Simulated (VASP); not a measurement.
MoH6, 14 atoms in the cell. It takes space group P-3m1 (No. 164, trigonal). The conventional cell has a = 2.832 Å, b = 2.832 Å, c = 23.353 Å, α = 90.00°, β = 90.00°, γ = 120.00°. Within 2.6 Å of H (site symmetry 3m) lie 3 Mo at 1.93 Å. Within 1.0 Å of H (site symmetry 3m) lie 1 H at 0.75 Å. H (site symmetry 3m) has 1 H at 0.75 Å within 1.0 Å. Within 1.0 Å of H (site symmetry 3m) lie 1 H at 0.75 Å. H (site symmetry 3m) has 1 H at 0.75 Å within 1.0 Å. Within 1.0 Å of H (site symmetry 3m) lie 1 H at 0.75 Å. Within 2.6 Å of Mo (site symmetry 3m) lie 3 H at 1.93 Å. 

```yaml
Program: VASP 6.6.1
Task: single point
Functional: PBE
Potentials_or_basis: VASP PAW PBE potentials, release 64 (H, Mo_sv)
Cutoff: 520 eV
k_mesh: 12 × 12 × 2
Occupations: gaussian, width 0.1 eV
Spin: no spin polarisation
Dipole_correction: no
Further_INCAR_settings: ALGO = Fast; EDIFF = 1e-06; NBANDS = 33
```

Potentials or basis: VASP PAW PBE potentials, release 64 (H, Mo_sv).

Command:

```bash
$ cat potpaw_PBE.64/H/POTCAR potpaw_PBE.64/Mo_sv/POTCAR > POTCAR
$ mpirun -np 1 vasp_std > vasp.out
```

Hardware: 1 thread of Oxide Virtual Turin-like Processor, on a shared host.

**Question.** How long does it take, and how much memory?

**Answer.** It took 4 min on 1 thread of Oxide Virtual Turin-like Processor, with other jobs on the host, peak memory 0.36 GiB. Counts: scf iterations 16, k points 38.
